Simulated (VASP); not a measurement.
# CoSi (P2_13) in VASP: a series of runs, part 2 of 2

VASP 6.6.1. The steps go on from the part before.

## (4) Single point, PBEsol (atoms displaced along a vibrational mode)

INCAR reads:

```
SYSTEM = CoSi
PREC = Accurate
ENCUT = 520
EDIFF = 1E-7
ISMEAR = 0
SIGMA = 0.15
LREAL = .FALSE.
LASPH = .TRUE.
NELM = 80
ALGO = Normal
ISIF = 2
LWAVE = .FALSE.
LCHARG = .FALSE.
GGA = PS
NBANDS = 36
```

KPOINTS reads:

```
Automatic mesh
0
G
  10 10 10
  0 0 0
```

POSCAR reads:

```
CoSi
1.0
    4.3858255181      0.0000000000      0.0000000000
    0.0000000000      4.3858255181      0.0000000000
    0.0000000000      0.0000000000      4.3858255181
Co Si
4 4
Direct
    0.1594668811      0.1594668811      0.1594668811
    0.3405331189      0.8405331189      0.6594668811
    0.6594668811      0.3405331189      0.8405331189
    0.8405331189      0.6594668811      0.3405331189
    0.8443561851      0.8443561851      0.8443561851
    0.6556438149      0.1556438149      0.3443561851
    0.3443561851      0.6556438149      0.1556438149
    0.1556438149      0.3443561851      0.6556438149
```

Potentials or basis: VASP PAW PBE potentials, release 64 (Co, Si).

Started as:

```
> cat potpaw_PBE.64/Co/POTCAR potpaw_PBE.64/Si/POTCAR > POTCAR
> mpirun -np 1 vasp_std > vasp.out
```

OUTCAR:

```text
SYSTEM = CoSi
   PREC = Accurate
   ENCUT = 520
   EDIFF = 1E-7
   ISMEAR = 0
   LREAL = .FALSE.
   LASPH = .TRUE.
   NELM = 80
   ISIF = 2
   GGA = PS

 ion  position               nearest neighbor table
   1  0.159  0.159  0.159-   6 2.32   7 2.32   8 2.32   7 2.35   6 2.35   8 2.35   5 2.39   2 2.72
                             3 2.72   4 2.72   4 2.72   3 2.72   2 2.72
   2  0.341  0.841  0.659-   5 2.32   7 2.32   8 2.32   8 2.35   5 2.35   7 2.35   6 2.39   4 2.72
                             1 2.72   1 2.72   3 2.72   3 2.72   4 2.72
   3  0.659  0.341  0.841-   5 2.32   6 2.32   8 2.32   5 2.35   8 2.35   6 2.35   7 2.39   4 2.72
                             1 2.72   4 2.72   2 2.72   1 2.72   2 2.72
   4  0.841  0.659  0.341-   5 2.32   6 2.32   7 2.32   7 2.35   6 2.35   5 2.35   8 2.39   3 2.72
                             1 2.72   3 2.72   1 2.72   2 2.72   2 2.72
   5  0.844  0.844  0.844-   2 2.32   3 2.32   4 2.32   3 2.35   2 2.35   4 2.35   1 2.39   6 2.71
                             6 2.71   7 2.71   8 2.71   8 2.71   7 2.71
   6  0.656  0.156  0.344-   1 2.32   3 2.32   4 2.32   4 2.35   1 2.35   3 2.35   2 2.39   7 2.71
                             8 2.71   5 2.71   5 2.71   7 2.71   8 2.71
   7  0.344  0.656  0.156-   1 2.32   2 2.32   4 2.32   1 2.35   4 2.35   2 2.35   3 2.39   6 2.71
                             8 2.71   8 2.71   6 2.71   5 2.71   5 2.71
   8  0.156  0.344  0.656-   1 2.32   2 2.32   3 2.32   3 2.35   2 2.35   1 2.35   4 2.39   6 2.71
                             7 2.71   7 2.71   5 2.71   5 2.71   6 2.71

  LATTYP: Found a simple cubic cell.
 ALAT       =     4.3858255181

  Lattice vectors:

 A1 = (   4.3858255181,   0.0000000000,   0.0000000000)
 A2 = (   0.0000000000,   4.3858255181,   0.0000000000)
 A3 = (   0.0000000000,   0.0000000000,   4.3858255181)

Analysis of symmetry for initial positions (statically):
=====================================================================
 Subroutine PRICEL returns:
 Original cell was already a primitive cell.

 Routine SETGRP: Setting up the symmetry group for a
 simple cubic supercell.

 Subroutine GETGRP returns: Found 12 space group operations
 (whereof  3 operations were pure point group operations)
 out of a pool of 48 trial point group operations.

The static configuration has the point symmetry C_3 .
 The point group associated with its full space group is T   .

Analysis of symmetry for dynamics (positions and initial velocities):
=====================================================================
 Subroutine PRICEL returns:
 Original cell was already a primitive cell.

 Routine SETGRP: Setting up the symmetry group for a
 simple cubic supercell.

 Subroutine GETGRP returns: Found 12 space group operations
 (whereof  3 operations were pure point group operations)
 out of a pool of 48 trial point group operations.

The dynamic configuration has the point symmetry C_3 .
 The point group associated with its full space group is T   .

 Subroutine INISYM returns: Found 12 space group operations
 (whereof  3 operations are pure point group operations),
 and found     1 'primitive' translations

----------------------------------------------------------------------------------------

                                     Primitive cell

  volume of cell :      84.3634

  direct lattice vectors                    reciprocal lattice vectors
[... 82 lines left out ...]
   number of dos      NEDOS =    301   number of ions     NIONS =      8
   total plane-waves  NPLWV =  46656
   dimension x,y,z NGX =    36 NGY =   36 NGZ =   36
   dimension x,y,z NGXF=    72 NGYF=   72 NGZF=   72
   ions per type =               4   4
   NGX,Y,Z   is equivalent  to a cutoff of  13.65, 13.65, 13.65 a.u.
   NGXF,Y,Z  is equivalent  to a cutoff of  27.29, 27.29, 27.29 a.u.
 SYSTEM =  CoSi
   PREC   = accura    normal or accurate (medium, high low for compatibility)
   ISTART =      0    job   : 0-new  1-cont  2-samecut
   ICHARG =      2    charge: 1-file 2-atom 10-const
   ISPIN  =      1    spin polarized calculation?
   LNONCOLLINEAR =      F non collinear calculations
   LSORBIT =      F    spin-orbit coupling
   LASPH  =      T    aspherical Exc in radial PAW
   ENCUT  =  520.0 eV  38.22 Ry    6.18 a.u.   8.15  8.15  8.15*2*pi/ulx,y,z
   NELM   =     80;   NELMIN=  2; NELMDL= -5     # of ELM steps
   EDIFF  = 0.1E-06   stopping-criterion for ELM
   LREAL  =      F    real-space projection
   EDIFFG = 0.1E-05   stopping-criterion for IOM
   NSW    =      0    number of steps for IOM
   IBRION =     -1    ionic relax: 0-MD 1-quasi-New 2-CG
   NFREE  =      0    steps in history (QN), initial steepest desc. (CG)
   ISIF   =      2    stress and relaxation
   ISYM   =      2    0-nonsym 1-usesym 2-fastsym
   POTIM  = 0.5000    time-step for ionic-motion
   TEBEG  =    0.0;   TEEND  =   0.0 temperature during run
   PSTRESS=    0.0 pullay stress
   NELECT =      52.0000    total number of electrons
   NUPDOWN=      -1.0000    fix difference up-down
   EMIN   =  10.00;   EMAX   =-10.00  energy-range for DOS
   EFERMI =   0.00;   METHOD = LEGACY
   ISMEAR =     0;   SIGMA  =   0.15  broadening in eV -4-tet -1-fermi 0-gaus
   EFERMI_NEDOS =   21; number of points for ismear=-14 and -15
   IALGO  =     38    algorithm
   IMIX   =      4    mixing-type and parameters
     AMIX     =   0.40;   BMIX     =  1.00
     AMIX_MAG =   1.60;   BMIX_MAG =  1.00
  volume/ion in A,a.u.               =      10.55        71.16
  Fermi-wavevector in a.u.,A,eV,Ry     =   1.393236  2.632834 26.410347  1.941106
  Thomas-Fermi vector in A             =   2.516901
   LORBIT       =      0    0 simple, 1 ext, 2 COOP (PROOUT), +10 PAW based schemes
   GGA     = PS    functional components
   LHFCALC =     F    Hartree Fock is set to
   AEXX    =    0.0000 exact exchange contribution
   IVDW    =     0    specifies the selected vdW correction
   LEPSILON=     F    determine dielectric tensor
   LRPA    =     F    only Hartree local field effects (RPA)
 non-spin polarized calculation
 Gauss-broadening in eV      SIGMA  =   0.15
  energy-cutoff  :      520.00
  volume of cell :       84.36
 maximum number of plane-waves:      2301
 NGX is ok and might be reduce to    36
   NGX = 17   NGY = 17   NGZ = 17

 number of electron      51.9999987 magnetization

 Free energy of the ion-electron system (eV)
  ---------------------------------------------------
  ext. energy  EPLUGINS =         0.00000000
  ---------------------------------------------------
  free energy    TOTEN  =       -59.62012800 eV

  energy without entropy =      -59.60518363  energy(sigma->0) =      -59.61265581

 E-fermi :  12.3884     XC(G=0): -13.1299

 val. band max:       12.3598455640   @ k =   0.0000   0.0000   0.0000
 cond. band min:      12.4131997991   @ k =   0.4000   0.4000   0.4000
 fundamental gap:      0.0533542351
 Fermi energy:        12.3884402966

 k-point     1 :       0.0000    0.0000    0.0000
  band No.  band energies     occupation
      1      -1.4587      2.00000
      2       4.1294      2.00000
      3       4.1294      2.00000
      4       4.1294      2.00000
      5       6.7856      2.00000
      6       6.7856      2.00000
[... 925 lines left out ...]
     35      17.1569      0.00000
     36      18.6368      0.00000

 [... further k-points ...]

------------------------ aborting loop because EDIFF is reached ----------------------------------------

  FORCE on cell =-STRESS in cart. coord.  units (eV):
  Direction    XX          YY          ZZ          XY          YZ          ZX
  --------------------------------------------------------------------------------------
  -------------------------------------------------------------------------------------
  Total        0.1365867      0.1365867      0.1365867     -0.0000000     -0.0000000     -0.0000000
  in kB        2.5939701      2.5939701      2.5939701     -0.0000000     -0.0000000     -0.0000000
  external PRESSURE =       2.5939701 kB  Pullay stress =       0.0000000 kB

 VOLUME and BASIS-vectors are now :
 -----------------------------------------------------------------------------
  energy-cutoff  :      520.00
  volume of cell :       84.36
      direct lattice vectors                 reciprocal lattice vectors
     4.385825518  0.000000000  0.000000000     0.228007246  0.000000000  0.000000000
     0.000000000  4.385825518  0.000000000     0.000000000  0.228007246  0.000000000
     0.000000000  0.000000000  4.385825518     0.000000000  0.000000000  0.228007246

 POSITION                                       TOTAL-FORCE (eV/Angst)
 -----------------------------------------------------------------------------------
      0.69939      0.69939      0.69939        -0.608092     -0.608092     -0.608092
      1.49352      3.68643      2.89231         0.608092      0.608092     -0.608092
      2.89231      1.49352      3.68643        -0.608092      0.608092      0.608092
      3.68643      2.89231      1.49352         0.608092     -0.608092      0.608092
      3.70320      3.70320      3.70320        -0.085632     -0.085632     -0.085632
      2.87554      0.68263      1.51029         0.085632      0.085632     -0.085632
      1.51029      2.87554      0.68263        -0.085632      0.085632      0.085632
      0.68263      1.51029      2.87554         0.085632     -0.085632      0.085632
 -----------------------------------------------------------------------------------
    total drift:                                0.000000      0.000000      0.000000

  FREE ENERGIE OF THE ION-ELECTRON SYSTEM (eV)
  ---------------------------------------------------
  free  energy   TOTEN  =       -59.6201279961 eV

  energy  without entropy=      -59.6051836288  energy(sigma->0) =      -59.61265581
```

It took 2.6 min on 1 thread of AMD EPYC 9R45 (Zen 5), shared host; peak memory 0.29 GiB.

What came out:

| Property | Result |
| --- | --- |
| Free energy | -59.6201 eV |
| Pressure | 0.3 GPa |
| Largest force | 1.053 eV/Å |
| Band gap on the k mesh | zero (bands 26 and 27 overlap by 0.24 eV) |

Forces in eV/Å, atoms in the order of the input:
```
Co  -0.608 -0.608 -0.608
Co   0.608  0.608 -0.608
Co  -0.608  0.608  0.608
Co   0.608 -0.608  0.608
Si  -0.086 -0.086 -0.086
Si   0.086  0.086 -0.086
Si  -0.086  0.086  0.086
Si   0.086 -0.086  0.086
```

Levels at points of the mesh, in eV from the Fermi level:
```csv
k point,band 24,band 25,band 26,band 27,band 28,band 29
"(0.00, 0.00, 0.00)",-0.83,-0.03,-0.03,-0.03,2.70,2.70
"(0.50, 0.00, 0.00)",-0.65,-0.52,-0.52,1.07,1.07,1.67
"(0.50, 0.50, 0.00)",-0.98,-0.05,-0.05,0.67,0.67,2.17
"(0.50, 0.50, 0.50)",-1.28,-0.26,-0.26,-0.26,-0.26,5.80
```

Caveat: the cell differs from its parent crystal (atoms displaced along a vibrational mode); the PAW data sets were made with another functional, which shifts forces and pressure a little; the run has no spin polarisation, though such a crystal can be magnetic. Spin polarisation is off, so any magnetic state and its effect on volume and gap are missing.

## (5) Overview

```csv
cell,gap on the mesh (eV),pressure (GPa),largest force (eV/Å)
"as given, atomic positions A",none,-0.2,0.56
"as given, atomic positions B",none,0.9,0.27
"as given, atomic positions C",none,0.3,1.05
```

Alike in all rows: task single point; level PBEsol; potentials or basis VASP PAW PBE potentials, release 64 (Co, Si); no spin polarisation; k mesh 10 × 10 × 10; cutoff (eV) 520; smearing gaussian 0.15 eV.

Caveats: the PAW data sets were made with another functional, which shifts forces and pressure a little; the run has no spin polarisation, though such a crystal can be magnetic.

Total energies depend on the potentials used, so only differences within one code and one set of settings carry meaning.

The gap in the log of VASP goes by the Fermi energy; the results here count the filled bands.